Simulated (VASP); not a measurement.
# Y3AlN4 (Pm-3m) in VASP: a series of runs, part 2 of 2

VASP 6.6.1.

**5. Relaxation of cell and atoms, PBE**

This run uses another cell than the first one, of 13.67 Å³/atom, 0.854 times its volume.

INCAR

```
  PREC = Accurate
  ENCUT = 600
  EDIFF = 1E-6
  ISMEAR = 0
  SIGMA = 0.1
  LREAL = F
  LASPH = T
  NELM = 60
  ALGO = Normal
  ISIF = 3
  LWAVE = F
  LCHARG = F
  GGA = PE
  IBRION = 2
  NSW = 100
  EDIFFG = -0.01
```

KPOINTS

```
Automatic mesh
0
Gamma
  8 8 8
```

POSCAR

```
Y3AlN4
1.0
    4.7821707429      0.0000000000      0.0000000000
    0.0000000000      4.7821707429      0.0000000000
    0.0000000000      0.0000000000      4.7821707429
Y Al N
3 1 4
Direct
    0.0000000000      0.0000000000      0.5000000000
    0.5000000000      0.0000000000      0.0000000000
    0.0000000000      0.5000000000      0.0000000000
    0.5000000000      0.5000000000      0.5000000000
    0.5000000000      0.5000000000      0.0000000000
    0.0000000000      0.5000000000      0.5000000000
    0.5000000000      0.0000000000      0.5000000000
    0.0000000000      0.0000000000      0.0000000000
```

Potentials or basis: VASP PAW PBE potentials, release 64 (Y_sv, Al, N).

Run with:

```bash
cat potpaw_PBE.64/Y_sv/POTCAR potpaw_PBE.64/Al/POTCAR potpaw_PBE.64/N/POTCAR > POTCAR
mpirun -np 1 vasp_std > vasp.out
```

OUTCAR:

```text
PREC = Accurate
   ENCUT = 600
   EDIFF = 1E-6
   ISMEAR = 0
   LREAL = F
   LASPH = T
   NELM = 60
   ISIF = 3
   GGA = PE
   IBRION = 2
   NSW = 100
   EDIFFG = -0.01

 ion  position               nearest neighbor table
   1  0.000  0.000  0.500-   6 2.39   7 2.39   8 2.39   8 2.39   6 2.39   7 2.39   2 3.38   3 3.38
                             2 3.38   3 3.38   4 3.38   3 3.38   3 3.38   2 3.38   4 3.38   4 3.38
   2  0.500  0.000  0.000-   5 2.39   7 2.39   8 2.39   7 2.39   5 2.39   8 2.39   1 3.38   4 3.38
                             1 3.38   3 3.38   4 3.38   3 3.38   4 3.38   1 3.38   3 3.38   4 3.38
   3  0.000  0.500  0.000-   5 2.39   6 2.39   8 2.39   6 2.39   8 2.39   5 2.39   1 3.38   4 3.38
                             1 3.38   1 3.38   2 3.38   2 3.38   1 3.38   2 3.38   4 3.38   4 3.38
   4  0.500  0.500  0.500-   5 2.39   6 2.39   7 2.39   5 2.39   7 2.39   6 2.39   2 3.38   3 3.38
                             1 3.38   1 3.38   2 3.38   2 3.38   2 3.38   1 3.38   3 3.38   3 3.38
   5  0.500  0.500  0.000-   2 2.39   3 2.39   4 2.39   4 2.39   2 2.39   3 2.39
   6  0.000  0.500  0.500-   1 2.39   3 2.39   4 2.39   3 2.39   1 2.39   4 2.39
   7  0.500  0.000  0.500-   1 2.39   2 2.39   4 2.39   2 2.39   4 2.39   1 2.39
   8  0.000  0.000  0.000-   1 2.39   2 2.39   3 2.39   1 2.39   3 2.39   2 2.39

  LATTYP: Found a simple cubic cell.
 ALAT       =     4.7821707429

  Lattice vectors:

 A1 = (   4.7821707429,   0.0000000000,   0.0000000000)
 A2 = (   0.0000000000,   4.7821707429,   0.0000000000)
 A3 = (   0.0000000000,   0.0000000000,   4.7821707429)

Analysis of symmetry for initial positions (statically):
=====================================================================
 Subroutine PRICEL returns:
 Original cell was already a primitive cell.

 Routine SETGRP: Setting up the symmetry group for a
 simple cubic supercell.

 Subroutine GETGRP returns: Found 48 space group operations
 (whereof 48 operations were pure point group operations)
 out of a pool of 48 trial point group operations.

The static configuration has the point symmetry O_h .

Analysis of symmetry for dynamics (positions and initial velocities):
=====================================================================
 Subroutine PRICEL returns:
 Original cell was already a primitive cell.

 Routine SETGRP: Setting up the symmetry group for a
 simple cubic supercell.

 Subroutine GETGRP returns: Found 48 space group operations
 (whereof 48 operations were pure point group operations)
 out of a pool of 48 trial point group operations.

The dynamic configuration has the point symmetry O_h .

 Subroutine INISYM returns: Found 48 space group operations
 (whereof 48 operations are pure point group operations),
 and found     1 'primitive' translations

----------------------------------------------------------------------------------------

                                     Primitive cell

  volume of cell :     109.3642

  direct lattice vectors                    reciprocal lattice vectors
     4.782170743  0.000000000  0.000000000     0.209110058  0.000000000  0.000000000
     0.000000000  4.782170743  0.000000000     0.000000000  0.209110058  0.000000000
     0.000000000  0.000000000  4.782170743     0.000000000  0.000000000  0.209110058

  length of vectors
     4.782170743  4.782170743  4.782170743     0.209110058  0.209110058  0.209110058
[... 76 lines left out ...]
   number of dos      NEDOS =    301   number of ions     NIONS =      8
   total plane-waves  NPLWV =  64000
   dimension x,y,z NGX =    40 NGY =   40 NGZ =   40
   dimension x,y,z NGXF=    80 NGYF=   80 NGZF=   80
   ions per type =               3   1   4
   NGX,Y,Z   is equivalent  to a cutoff of  13.91, 13.91, 13.91 a.u.
   NGXF,Y,Z  is equivalent  to a cutoff of  27.81, 27.81, 27.81 a.u.
 SYSTEM =  unknown system
   PREC   = accura    normal or accurate (medium, high low for compatibility)
   ISTART =      0    job   : 0-new  1-cont  2-samecut
   ICHARG =      2    charge: 1-file 2-atom 10-const
   ISPIN  =      1    spin polarized calculation?
   LNONCOLLINEAR =      F non collinear calculations
   LSORBIT =      F    spin-orbit coupling
   LASPH  =      T    aspherical Exc in radial PAW
   ENCUT  =  600.0 eV  44.10 Ry    6.64 a.u.   9.55  9.55  9.55*2*pi/ulx,y,z
   NELM   =     60;   NELMIN=  2; NELMDL= -5     # of ELM steps
   EDIFF  = 0.1E-05   stopping-criterion for ELM
   LREAL  =      F    real-space projection
   EDIFFG = -.1E-01   stopping-criterion for IOM
   NSW    =    100    number of steps for IOM
   IBRION =      2    ionic relax: 0-MD 1-quasi-New 2-CG
   NFREE  =      1    steps in history (QN), initial steepest desc. (CG)
   ISIF   =      3    stress and relaxation
   ISYM   =      2    0-nonsym 1-usesym 2-fastsym
   POTIM  = 0.5000    time-step for ionic-motion
   TEBEG  =    0.0;   TEEND  =   0.0 temperature during run
   PSTRESS=    0.0 pullay stress
   NELECT =      56.0000    total number of electrons
   NUPDOWN=      -1.0000    fix difference up-down
   EMIN   =  10.00;   EMAX   =-10.00  energy-range for DOS
   EFERMI =   0.00;   METHOD = LEGACY
   ISMEAR =     0;   SIGMA  =   0.10  broadening in eV -4-tet -1-fermi 0-gaus
   EFERMI_NEDOS =   21; number of points for ismear=-14 and -15
   IALGO  =     38    algorithm
   IMIX   =      4    mixing-type and parameters
     AMIX     =   0.40;   BMIX     =  1.00
     AMIX_MAG =   1.60;   BMIX_MAG =  1.00
  volume/ion in A,a.u.               =      13.67        92.25
  Fermi-wavevector in a.u.,A,eV,Ry     =   1.309722  2.475016 23.339046  1.715372
  Thomas-Fermi vector in A             =   2.440301
   LORBIT       =      0    0 simple, 1 ext, 2 COOP (PROOUT), +10 PAW based schemes
   GGA     = PE    functional components
   LHFCALC =     F    Hartree Fock is set to
   AEXX    =    0.0000 exact exchange contribution
   IVDW    =     0    specifies the selected vdW correction
   LEPSILON=     F    determine dielectric tensor
   LRPA    =     F    only Hartree local field effects (RPA)
 conjugate gradient relaxation of ions
 non-spin polarized calculation
 Gauss-broadening in eV      SIGMA  =   0.10
  energy-cutoff  :      600.00
  volume of cell :      109.36
 maximum number of plane-waves:      3743
 NGX is ok and might be reduce to    40
   NGX = 19   NGY = 19   NGZ = 19

--------------------------------------- Ionic step        1  -------------------------------------------

 number of electron      55.9999994 magnetization

 Free energy of the ion-electron system (eV)
  ---------------------------------------------------
  ext. energy  EPLUGINS =         0.00000000
  ---------------------------------------------------
  free energy    TOTEN  =       -66.95673831 eV

  energy without entropy =      -66.95629142  energy(sigma->0) =      -66.95651486

------------------------ aborting loop because EDIFF is reached ----------------------------------------

  FORCE on cell =-STRESS in cart. coord.  units (eV):
  Direction    XX          YY          ZZ          XY          YZ          ZX
  --------------------------------------------------------------------------------------
  -------------------------------------------------------------------------------------
  Total       -0.3348926     -0.3348926     -0.3348926      0.0000000      0.0000000     -0.0000000
  in kB       -4.9061503     -4.9061503     -4.9061503      0.0000000      0.0000000     -0.0000000
  external PRESSURE =      -4.9061503 kB  Pullay stress =       0.0000000 kB
[... 71 lines left out ...]
--------------------------------------- Ionic step        3  -------------------------------------------

 number of electron      55.9999994 magnetization

 Free energy of the ion-electron system (eV)
  ---------------------------------------------------
  ext. energy  EPLUGINS =         0.00000000
  ---------------------------------------------------
  free energy    TOTEN  =       -66.95724194 eV

  energy without entropy =      -66.95679532  energy(sigma->0) =      -66.95701863

 E-fermi :   4.8317     XC(G=0): -11.2249

 val. band max:        4.7807237543   @ k =   0.0000   0.0000   0.0000
 cond. band min:       5.1774028473   @ k =   0.1250   0.0000   0.0000
 fundamental gap:      0.3966790930
 Fermi energy:         4.8316958331

 k-point     1 :       0.0000    0.0000    0.0000
  band No.  band energies     occupation
      1     -35.7867      2.00000
      2     -35.6275      2.00000
      3     -35.6275      2.00000
      4     -16.2804      2.00000
      5     -16.2804      2.00000
      6     -16.2804      2.00000
[... 853 lines left out ...]
     32       9.5517      0.00000
     33       9.7284      0.00000

 [... further k-points ...]

------------------------ aborting loop because EDIFF is reached ----------------------------------------

  FORCE on cell =-STRESS in cart. coord.  units (eV):
  Direction    XX          YY          ZZ          XY          YZ          ZX
  --------------------------------------------------------------------------------------
  -------------------------------------------------------------------------------------
  Total        0.0024250      0.0024250      0.0024250     -0.0000000      0.0000000     -0.0000000
  in kB        0.0356338      0.0356338      0.0356338     -0.0000000      0.0000000     -0.0000000
  external PRESSURE =       0.0356338 kB  Pullay stress =       0.0000000 kB
[... 23 lines left out ...]
  FREE ENERGIE OF THE ION-ELECTRON SYSTEM (eV)
  ---------------------------------------------------
  free  energy   TOTEN  =       -66.9572419434 eV

  energy  without entropy=      -66.9567953226  energy(sigma->0) =      -66.95701863

 reached required accuracy - stopping structural energy minimisation
```

It took 3 min on 1 thread of Intel Xeon 6975P-C (Granite Rapids), shared host; peak memory 0.34 GiB.

Results:

* Free energy: -66.9572 eV
* Relaxed volume: 13.63 Å³/atom
* Relaxed cell: a = 4.777 Å, b = 4.777 Å, c = 4.777 Å, α = 90.00°, β = 90.00°, γ = 90.00°
* Space group after relaxing (to 0.05 Å): Pm-3m (No. 221)
* Energy gained by relaxing: 0.1 meV/atom
* Ionic steps: 3
* Pressure after relaxing: 0.0 GPa
* Band gap on the k mesh: zero (filled and empty bands touch)

The path:
| step | energy change (eV) | largest force (eV/Å) | pressure (GPa) | volume (Å³) |
| --- | --- | --- | --- | --- |
| 1 | 0.0000 | 0.0000 | -0.49 | 109.36 |
| 2 | 0.0000 | 0.0000 | 0.49 | 108.70 |
| 3 | -0.0005 | 0.0000 | 0.00 | 109.03 |

Final structure:
```yaml
crystal:
  lattice:
    - [4.77736, 0.00000, 0.00000]
    - [0.00000, 4.77736, 0.00000]
    - [0.00000, 0.00000, 4.77736]
  atoms:
    - { symbol: Y, position: [0.00000, 0.00000, 0.50000] }
    - { symbol: Y, position: [0.50000, 0.00000, 0.00000] }
    - { symbol: Y, position: [0.00000, 0.50000, 0.00000] }
    - { symbol: Al, position: [0.50000, 0.50000, 0.50000] }
    - { symbol: N, position: [0.50000, 0.50000, 0.00000] }
    - { symbol: N, position: [0.00000, 0.50000, 0.50000] }
    - { symbol: N, position: [0.50000, 0.00000, 0.50000] }
    - { symbol: N, position: [0.00000, 0.00000, 0.00000] }
```

**6. The runs side by side**

```tsv
task	spin	cell	k mesh	cutoff (eV)	gap on the mesh (eV)	pressure (GPa)	moment (μB)	relaxed volume (Å³/atom)
relaxation of cell and atoms	off	relaxed from a = 5.040 Å, 8 atoms	4 × 4 × 4	600	none	-0.4	-	13.67
single point	collinear, ferromagnetic start	a = 4.782 Å, 8 atoms	4 × 4 × 4	520	none	-0.2	0.00	-
single point	collinear, ferromagnetic start	a = 5.040 Å, 8 atoms	4 × 4 × 4	520	none	-18.3	0.00	-
relaxation of cell and atoms	off	relaxed from a = 4.782 Å, 8 atoms	8 × 8 × 8	600	none	0.0	-	13.63
```

Alike in all rows: level PBE; potentials or basis VASP PAW PBE potentials, release 64 (Y_sv, Al, N); smearing gaussian 0.1 eV.

Absolute energies hang on the potentials; compare differences alone.
